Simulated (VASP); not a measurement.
# Bi (Fm-3m) in VASP: notebook, part 2 of 2

VASP 6.6.1. The steps go on from the part before.

### 3 Single point, LDA

INCAR reads:

```
SYSTEM = Bi
ALGO     = Normal         ! electronic algorithm
EDIFF    = 1E-6           ! SCF threshold, eV
ENCUT    = 500            ! plane-wave cutoff, eV
GGA_COMPAT= .FALSE.      
ISIF     = 2              ! what is computed and relaxed
ISMEAR   = -1             ! smearing method
LASPH    = .TRUE.         ! aspherical terms in the spheres
LCHARG   = .TRUE.         ! write CHGCAR
LELF     = .TRUE.         ! ELF
LREAL    = .FALSE.        ! projectors in reciprocal space
LVHAR    = .TRUE.       
LWAVE    = .FALSE.        ! write WAVECAR
NBANDS   = 14             ! bands
NELM     = 120            ! most SCF steps
PREC     = Accurate       ! precision mode
SIGMA    = 0.1            ! smearing width, eV
```

KPOINTS reads:

```
k-points
0
G
  14 14 14
  0 0 0
```

POSCAR reads:

```
Bi
1.0
    0.0000000000      2.3870764377      2.3870764377
    2.3870764377      0.0000000000      2.3870764377
    2.3870764377      2.3870764377      0.0000000000
Bi
1
Direct
    0.0000000000      0.0000000000      0.0000000000
```

Potentials or basis: VASP PAW LDA potentials, release 64 (Bi_d).

Command:

```sh
cat potpaw_LDA.64/Bi_d/POTCAR > POTCAR
mpirun -np 1 vasp_std > vasp.out
```

OUTCAR:

```text
SYSTEM = Bi
   EDIFF = 1E-6
   ENCUT = 500
   ISIF = 2
   ISMEAR = -1
   LASPH = .TRUE.
   LREAL = .FALSE.
   NELM = 120
   PREC = Accurate

 ion  position               nearest neighbor table
   1  0.000  0.000  0.000-

  LATTYP: Found a face centered cubic cell.
 ALAT       =     4.7741528754

  Lattice vectors:

 A1 = (   0.0000000000,   2.3870764377,   2.3870764377)
 A2 = (   2.3870764377,   0.0000000000,   2.3870764377)
 A3 = (   2.3870764377,   2.3870764377,   0.0000000000)

Analysis of symmetry for initial positions (statically):
=====================================================================
 Subroutine PRICEL returns:
 Original cell was already a primitive cell.

 Routine SETGRP: Setting up the symmetry group for a
 face centered cubic supercell.

 Subroutine GETGRP returns: Found 48 space group operations
 (whereof 48 operations were pure point group operations)
 out of a pool of 48 trial point group operations.

The static configuration has the point symmetry O_h .

Analysis of symmetry for dynamics (positions and initial velocities):
=====================================================================
 Subroutine PRICEL returns:
 Original cell was already a primitive cell.

 Routine SETGRP: Setting up the symmetry group for a
 face centered cubic supercell.

 Subroutine GETGRP returns: Found 48 space group operations
 (whereof 48 operations were pure point group operations)
 out of a pool of 48 trial point group operations.

The dynamic configuration has the point symmetry O_h .

 Subroutine INISYM returns: Found 48 space group operations
 (whereof 48 operations are pure point group operations),
 and found     1 'primitive' translations

----------------------------------------------------------------------------------------

                                     Primitive cell

  volume of cell :      27.2038

  direct lattice vectors                    reciprocal lattice vectors
     0.000000000  2.387076438  2.387076438    -0.209461244  0.209461244  0.209461244
     2.387076438  0.000000000  2.387076438     0.209461244 -0.209461244  0.209461244
     2.387076438  2.387076438  0.000000000     0.209461244  0.209461244 -0.209461244
[... 107 lines left out ...]
   GGA     = CA    functional components
   LHFCALC =     F    Hartree Fock is set to
   AEXX    =    0.0000 exact exchange contribution
   IVDW    =     0    specifies the selected vdW correction
   LEPSILON=     F    determine dielectric tensor
   LRPA    =     F    only Hartree local field effects (RPA)
 non-spin polarized calculation
  energy-cutoff  :      500.00
  volume of cell :       27.20
 maximum number of plane-waves:       701
 NGX is ok and might be reduce to    28
   NGX = 13   NGY = 13   NGZ = 13

 number of electron      15.0000002 magnetization

 Free energy of the ion-electron system (eV)
  ---------------------------------------------------
  ext. energy  EPLUGINS =         0.00000000
  ---------------------------------------------------
  free energy    TOTEN  =        -4.36759685 eV

  energy without entropy =       -4.33979077  energy(sigma->0) =       -4.35369381

 E-fermi :   9.6004     XC(G=0): -11.1863

 val. band max:        9.5994467659   @ k =   0.2143   0.0000   0.0000
 cond. band min:       9.6241677389   @ k =   0.2857   0.1429   0.0714
 fundamental gap:      0.0247209730
 Fermi energy:         9.6003570268

 k-point     1 :       0.0000    0.0000    0.0000
  band No.  band energies     occupation
      1     -13.6026      2.00000
      2     -13.6026      2.00000
      3     -13.6026      2.00000
      4     -13.4873      2.00000
      5     -13.4873      2.00000
      6      -5.0866      2.00000
      7      15.3842      0.00000
      8      15.3842      0.00000
      9      15.3842      0.00000
     10      18.5542      0.00000
     11      20.1684      0.00000
     12      21.1544      0.00000
     13      21.1544      0.00000
     14      21.1544      0.00000
[... 377 lines left out ...]
      1     -13.6308      2.00000
      2     -13.5507      2.00000
      3     -13.5298      2.00000
      4     -13.4922      2.00000
      5     -13.4284      2.00000
      6      -3.5973      2.00000
      7       8.9672      1.99645
      8      12.6392      0.00000
      9      12.8743      0.00000
     10      17.0623      0.00000
     11      18.6768      0.00000
     12      22.4616      0.00000
     13      23.3216      0.00000
     14      23.3634      0.00000

 [... further k-points ...]
[... 5 lines left out ...]
  --------------------------------------------------------------------------------------
  -------------------------------------------------------------------------------------
  Total        1.0658319      1.0658319      1.0658319      0.0000000      0.0000000      0.0000000
  in kB       62.7726272     62.7726272     62.7726272      0.0000000      0.0000000      0.0000000
  external PRESSURE =      62.7726272 kB  Pullay stress =       0.0000000 kB

 VOLUME and BASIS-vectors are now :
 -----------------------------------------------------------------------------
  energy-cutoff  :      500.00
  volume of cell :       27.20
      direct lattice vectors                 reciprocal lattice vectors
     0.000000000  2.387076438  2.387076438    -0.209461244  0.209461244  0.209461244
     2.387076438  0.000000000  2.387076438     0.209461244 -0.209461244  0.209461244
     2.387076438  2.387076438  0.000000000     0.209461244  0.209461244 -0.209461244

 POSITION                                       TOTAL-FORCE (eV/Angst)
 -----------------------------------------------------------------------------------
      0.00000      0.00000      0.00000        -0.000000      0.000000      0.000000
 -----------------------------------------------------------------------------------
    total drift:                               -0.000000     -0.000000     -0.000000

  FREE ENERGIE OF THE ION-ELECTRON SYSTEM (eV)
  ---------------------------------------------------
  free  energy   TOTEN  =        -4.3675968498 eV

  energy  without entropy=       -4.3397907741  energy(sigma->0) =       -4.35369381
```

Run time: 44 s. Hardware: 1 thread of Intel Xeon 8259CL, shared host; peak memory 0.16 GiB.

What came out:

```
Free energy            : -4.3676 eV
Pressure               : 6.3 GPa
Band gap on the k mesh : zero (an odd number of electrons rules out a gap without spin polarisation)
```

Caveat: the cell stands under pressure; spin-orbit coupling is left out, which moves the levels of the heavy elements.

### 4 Single point, LDA

INCAR reads:

```
PREC = Accurate ; ENCUT = 500
EDIFF = 1E-6 ; ISMEAR = -1
SIGMA = 0.1 ; LREAL = False
LASPH = True ; NELM = 120
ALGO = Normal ; ISIF = 2
LWAVE = False ; LCHARG = False
GGA = CA ; NBANDS = 14
GGA_COMPAT = False
```

KPOINTS reads:

```
Automatic mesh
0
Gamma
  14 14 14
```

POSCAR is that of step 3.

Command:

```sh
cat potpaw_LDA.64/Bi_d/POTCAR > POTCAR
mpirun -np 1 vasp_std > vasp.out
```

Run time: 40 s. Hardware: 1 thread of Intel Xeon 8259CL, shared host; peak memory 0.16 GiB.

The run converged. Its results:

```yaml
Free_energy: -4.3676 eV
Pressure: 6.3 GPa
Band_gap_on_the_k_mesh: zero (an odd number of electrons rules out a gap without spin polarisation)
```

Levels at points of the mesh, in eV from the Fermi level:
```tsv
k point	band 3	band 4	band 5	band 6	band 7	band 8	band 9	band 10	band 11	band 12
(0.00, 0.00, 0.00)	-23.20	-23.09	-23.09	-14.69	5.78	5.78	5.78	8.95	10.57	11.55
(0.50, 0.00, 0.00)	-23.19	-22.97	-22.97	-11.07	-6.19	3.87	3.87	8.34	8.50	10.30
(0.50, 0.50, 0.00)	-22.98	-22.95	-22.95	-9.65	-5.25	0.27	0.27	4.22	5.42	17.43
```

Caveat: the cell stands under pressure; spin-orbit coupling is left out, which moves the levels of the heavy elements.

### 5 Single point, LDA

This run uses another cell than the first one, of 29.55 Å³/atom.

INCAR reads:

```
SYSTEM = Bi
PREC = Accurate ; ENCUT = 500
EDIFF = 1E-6 ; ISMEAR = -1
SIGMA = 0.1 ; LREAL = .FALSE.
LASPH = .TRUE. ; NELM = 120
ALGO = Normal ; ISIF = 2
LWAVE = .FALSE. ; LCHARG = .FALSE.
NBANDS = 14 ; GGA_COMPAT = .FALSE.
```

KPOINTS reads:

```
regular mesh
0
G
  14 14 14
  0 0 0
```

POSCAR reads:

```
Bi
1.0
    0.0000000000      2.4538671195      2.4538671195
    2.4538671195      0.0000000000      2.4538671195
    2.4538671195      2.4538671195      0.0000000000
Bi
1
Direct
    0.0000000000      0.0000000000      0.0000000000
```

Command:

```sh
cat potpaw_LDA.64/Bi_d/POTCAR > POTCAR
mpirun -np 1 vasp_std > vasp.out
```

Run time: 41 s. Hardware: 1 thread of Intel Xeon 8259CL, shared host; peak memory 0.16 GiB.

The run converged. Its results:

```yaml
Free_energy: -4.4124 eV
Pressure: 0.1 GPa
Band_gap_on_the_k_mesh: zero (an odd number of electrons rules out a gap without spin polarisation)
```

Levels at points of the mesh, in eV from the Fermi level:
```tsv
k point	band 5	band 6	band 7	band 8	band 9	band 10
(0.00, 0.00, 0.00)	-23.02	-14.02	5.20	5.20	5.20	9.06
(0.50, 0.00, 0.00)	-22.93	-10.90	-5.64	3.50	3.50	7.75
(0.50, 0.50, 0.00)	-22.91	-9.68	-4.78	0.29	0.29	4.13
```

Caveat: spin-orbit coupling is left out, which moves the levels of the heavy elements.

### 6 Relaxation of cell and atoms, LDA, target pressure 6.2 GPa, at which the enthalpy is minimised

INCAR reads:

```
  PREC = Accurate
  ENCUT = 500
  EDIFF = 1E-7
  ISMEAR = -1
  SIGMA = 0.1
  LREAL = F
  LASPH = T
  NELM = 120
  ALGO = Normal
  ISIF = 3
  LWAVE = F
  LCHARG = F
  GGA = CA
  IBRION = 2
  NSW = 60
  EDIFFG = -0.005
  PSTRESS = 62.0
  GGA_COMPAT = F
  NELMIN = 4
```

KPOINTS reads:

```
regular mesh
0
Gamma
  14 14 14
```

POSCAR reads:

```
Bi
1.0
    0.0000000000      2.3874681399      2.3874681399
    2.3874681399      0.0000000000      2.3874681399
    2.3874681399      2.3874681399      0.0000000000
Bi
1
Direct
    0.0000000000      0.0000000000      0.0000000000
```

Potentials or basis: VASP PAW LDA potentials, release 64 (Bi_d).

Command:

```sh
cat potpaw_LDA.64/Bi_d/POTCAR > POTCAR
mpirun -np 1 vasp_std > vasp.out
```

OUTCAR:

```text
PREC = Accurate
   ENCUT = 500
   EDIFF = 1E-7
   ISMEAR = -1
   LREAL = F
   LASPH = T
   NELM = 120
   ISIF = 3
   GGA = CA
   IBRION = 2
   NSW = 60
   EDIFFG = -0.005
   PSTRESS = 62.0
   NELMIN = 4

 ion  position               nearest neighbor table
   1  0.000  0.000  0.000-

  LATTYP: Found a face centered cubic cell.
 ALAT       =     4.7749362798

  Lattice vectors:

 A1 = (   0.0000000000,   2.3874681399,   2.3874681399)
 A2 = (   2.3874681399,   0.0000000000,   2.3874681399)
 A3 = (   2.3874681399,   2.3874681399,   0.0000000000)

Analysis of symmetry for initial positions (statically):
=====================================================================
 Subroutine PRICEL returns:
 Original cell was already a primitive cell.

 Routine SETGRP: Setting up the symmetry group for a
 face centered cubic supercell.

 Subroutine GETGRP returns: Found 48 space group operations
 (whereof 48 operations were pure point group operations)
 out of a pool of 48 trial point group operations.
[... 167 lines left out ...]
  Direction    XX          YY          ZZ          XY          YZ          ZX
  --------------------------------------------------------------------------------------
  -------------------------------------------------------------------------------------
  Total        1.0706161      1.0706161      1.0706161      0.0000000      0.0000000     -0.0000000
  in kB       63.0233643     63.0233643     63.0233643      0.0000000      0.0000000     -0.0000000
  external PRESSURE =       1.0233643 kB  Pullay stress =      62.0000000 kB
[... 61 lines left out ...]
--------------------------------------- Ionic step        3  -------------------------------------------

 number of electron      15.0000002 magnetization

 Free energy of the ion-electron system (eV)
  ---------------------------------------------------
  ext. energy  EPLUGINS =         0.00000000
  ---------------------------------------------------
  free energy    TOTEN  =        -4.36923357 eV

  energy without entropy =       -4.34142162  energy(sigma->0) =       -4.35532759

 E-fermi :   9.5783     XC(G=0): -11.1787

 val. band max:        9.5755005147   @ k =   0.2143   0.0000   0.0000
 cond. band min:       9.5994981056   @ k =   0.2857   0.1429   0.0714
 fundamental gap:      0.0239975909
 Fermi energy:         9.5783133603

 k-point     1 :       0.0000    0.0000    0.0000
  band No.  band energies     occupation
      1     -13.6228      2.00000
      2     -13.6228      2.00000
      3     -13.6228      2.00000
      4     -13.5080      2.00000
      5     -13.5080      2.00000
      6      -5.0957      2.00000
      7      15.3511      0.00000
      8      15.3511      0.00000
      9      15.3511      0.00000
     10      18.5345      0.00000
     11      20.1268      0.00000
[... 309 lines left out ...]
 k-point    24 :       0.2857    0.1429    0.0000
  band No.  band energies     occupation
      1     -13.6508      2.00000
      2     -13.5710      2.00000
      3     -13.5503      2.00000
      4     -13.5128      2.00000
      5     -13.4494      2.00000
      6      -3.6092      2.00000
      7       8.9436      1.99650
      8      12.6124      0.00000
      9      12.8456      0.00000
     10      17.0389      0.00000
     11      18.6503      0.00000

 [... further k-points ...]
[... 5 lines left out ...]
  --------------------------------------------------------------------------------------
  -------------------------------------------------------------------------------------
  Total        1.0564262      1.0564262      1.0564262      0.0000000      0.0000000     -0.0000000
  in kB       62.1236220     62.1236220     62.1236220      0.0000000      0.0000000     -0.0000000
  external PRESSURE =       0.1236220 kB  Pullay stress =      62.0000000 kB
[... 20 lines left out ...]
  energy  without entropy=       -4.3414216181  energy(sigma->0) =       -4.35532759

  enthalpy is  TOTEN    =        -3.3149095991 eV   P V=        1.0543239726

 reached required accuracy - stopping structural energy minimisation
```

Run time: 68 s. Hardware: 1 thread of Intel Xeon 8259CL, shared host; peak memory 0.17 GiB.

What came out:

```
Free energy                                                : -4.3692 eV
Relaxed volume                                             : 27.25 Å³/atom
Relaxed cell                                               : a = 3.378 Å, b = 3.378 Å, c = 3.378 Å, α = 60.00°, β = 60.00°, γ = 60.00°
Space group after relaxing (to 0.1 Å)                      : Fm-3m (No. 225)
Energy change on relaxing (the run minimises the enthalpy) : -1.1 meV/atom
Ionic steps                                                : 3
Pressure after relaxing                                    : 6.2 GPa
Band gap on the k mesh                                     : zero (an odd number of electrons rules out a gap without spin polarisation)
```

Step by step:
| step | energy change (eV) | largest force (eV/Å) | pressure (GPa) | volume (Å³) |
| --- | --- | --- | --- | --- |
| 1 | 0.0000 | 0.0000 | 6.30 | 27.22 |
| 2 | -0.0026 | 0.0000 | 6.07 | 27.29 |
| 3 | -0.0011 | 0.0000 | 6.21 | 27.25 |

Final structure:
```xyz
1
Lattice="0.0000 2.3883 2.3883 2.3883 0.0000 2.3883 2.3883 2.3883 0.0000" Properties=species:S:1:pos:R:3 pbc="T T T"
Bi    0.0000    0.0000    0.0000
```

Caveat: the cell is relaxed towards a set pressure, so the run minimises the enthalpy, not the energy; spin-orbit coupling is left out, which moves the levels of the heavy elements.

### 7 The runs side by side

| task | cell | gap on the mesh (eV) | pressure (GPa) |
| --- | --- | --- | --- |
| single point | a = 3.376 Å, angles 60.0°, 1 atom | none | 6.3 |
| single point | a = 3.470 Å, angles 60.0°, 1 atom | none | 0.1 |
| relaxation of cell and atoms | relaxed to 6.2 GPa from a = 3.376 Å, angles 60.0°, 1 atom | none | 6.2 |

Alike in all rows: level LDA; potentials or basis VASP PAW LDA potentials, release 64 (Bi_d); no spin polarisation; k mesh 14 × 14 × 14; cutoff (eV) 500; smearing fermi-dirac 0.1 eV.

Caveats: spin-orbit coupling is left out, which moves the levels of the heavy elements; the cell stands under pressure (at least some runs); the cell is relaxed towards a set pressure, so the run minimises the enthalpy, not the energy (at least some runs).

Total energies depend on the potentials used, so only differences within one code and one set of settings carry meaning.
